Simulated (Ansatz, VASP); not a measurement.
CoO in VASP and in Ansatz

The input INCAR:

```
SYSTEM = CoO
PREC     = Accurate       ! precision mode
ENCUT    = 700            ! plane-wave cutoff, eV
EDIFF    = 1E-6           ! SCF threshold, eV
ISMEAR   = -1             ! smearing method
SIGMA    = 0.05           ! smearing width, eV
LREAL    = .False.        ! projectors in reciprocal space
LASPH    = .True.         ! aspherical terms in the spheres
NELM     = 200            ! most SCF steps
ALGO     = Normal         ! electronic algorithm
ISIF     = 2              ! what is computed and relaxed
LWAVE    = .False.        ! write WAVECAR
LCHARG   = .False.        ! write CHGCAR
ISPIN    = 2              ! spin polarisation
MAGMOM   = 2.5 0          ! initial moments
LORBIT   = 11             ! projections on sites
NUPDOWN  = 2.5            ! fixed moment
LMAXMIX  = 4              ! l up to which the mixer works
GGA      = PS             ! functional
NBANDS   = 22             ! bands
GGA_COMPAT= .False.
```

Contents of KPOINTS:

```
Automatic mesh
0
Gamma
  9 9 9
  0 0 0
```

POSCAR

```
CoO
1.0
    1.5054695445      0.8691832468      2.4399269062
   -1.5054695445      0.8691832468      2.4399269062
    0.0000000000     -1.7383664936      2.4399269062
Co O
1 1
Direct
    0.0000000000      0.0000000000      0.0000000000
    0.5000000000      0.5000000000      0.5000000000
```

The input input.yaml:

```yaml
crystal:
  lattice:
    - [1.5054695445, 0.8691832468, 2.4399269062]
    - [-1.5054695445, 0.8691832468, 2.4399269062]
    - [0.0, -1.7383664936, 2.4399269062]
  atoms:
    - { symbol: Co, position: [0.0, 0.0, 0.0], spin: 2.5 }
    - { symbol: O, position: [0.5, 0.5, 0.5] }
hamiltonian:
  xc: pbesol
  pseudopotentials: { kind: paw }
magnetization:
  spin_polarized: true
  initial_magnetization: 2.5
  spin_locking: { lock_magnetization: hard }
kpoints:
  mp_grid: { grid: [9, 9, 9] }
scf:
  occupations: { method: fermi_dirac, width: 0.05 }
  lower_state_search: "off"
output:
  forces: true
  stress: true
  eigenvalues: true
  write_density: true
  write_potential: true
  elf: true
  volumetric_format: npy
```

Alike in both runs: task single point; functional PBEsol; k mesh 9 × 9 × 9; occupations fermi-dirac, width 0.05 eV; collinear spin; fixed moment 2.5 μB.

|  | VASP | Ansatz |
| --- | --- | --- |
| version | VASP 6.6.1 | Ansatz 0.2.0 |
| potentials or method | VASP PAW PBE potentials, release 64 (Co_sv, O) | Ansatz PAW |
| plane-wave cutoff (eV) | 700 | 420 |
| valence electrons in the cell | 23 | 23 |

```tsv
	VASP	Ansatz	Ansatz less VASP
pressure (GPa)	-14.4	-13.2	+1.18
traceless stress, the component that is largest in VASP (GPa)	-0.26	-0.27	-0.012
net moment per atom (μB)	1.25	1.25	0.000
size of the moment on the site where the two differ most (μB)	2.21	2.18	-0.031
```

VASP's potentials were made for PBE, not for PBEsol. Site moments also hang on the region over which each program counts them.
